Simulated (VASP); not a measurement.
## Cd: single point with PBE

Cd:

```
CELL_PARAMETERS angstrom
3.00071 0.00000 0.00000
-1.50036 2.59869 0.00000
0.00000 0.00000 5.92616
ATOMIC_POSITIONS crystal
Cd 0.33333 0.66667 0.25000
Cd 0.66667 0.33333 0.75000
```

```json
{"Program": "VASP 6.6.1", "Task": "single point", "Functional": "PBE", "Potentials or basis": "VASP PAW PBE potentials, release 64 (Cd)", "Cutoff": "520 eV", "k mesh": "12 × 12 × 6", "Occupations": "fermi-dirac, width 0.01 eV", "Spin": "no spin polarisation", "Dipole correction": "no", "Further INCAR settings": "ALGO = Normal; EDIFF = 1e-06; NBANDS = 19"}
```

- Pressure: 0.2 GPa
- Band gap on the k mesh: zero (bands 12 and 13 overlap by 4.11 eV)

Stress tensor (GPa, compression positive):
```
0.26 0.00 0.00
0.00 0.26 0.00
0.00 0.00 0.08
```

Levels at points of the mesh, in eV from the Fermi level:
```tsv
k point	band 9	band 10	band 11	band 12	band 13	band 14	band 15	band 16
(0.00, 0.00, 0.00)	-8.38	-8.38	-8.33	-3.46	-2.80	9.09	13.22	14.64
(0.50, 0.00, 0.00)	-8.09	-8.08	-1.96	-1.55	1.71	2.73	3.07	5.08
(0.00, 0.00, 0.50)	-8.45	-8.45	-7.01	-7.01	2.93	2.93	14.94	14.94
(0.50, 0.00, 0.50)	-8.08	-8.08	-1.23	-1.23	0.14	0.14	7.40	7.40
```

It took 49 s on 1 thread of Intel Xeon 8259CL, with other jobs on the host, peak memory 0.2 GiB.
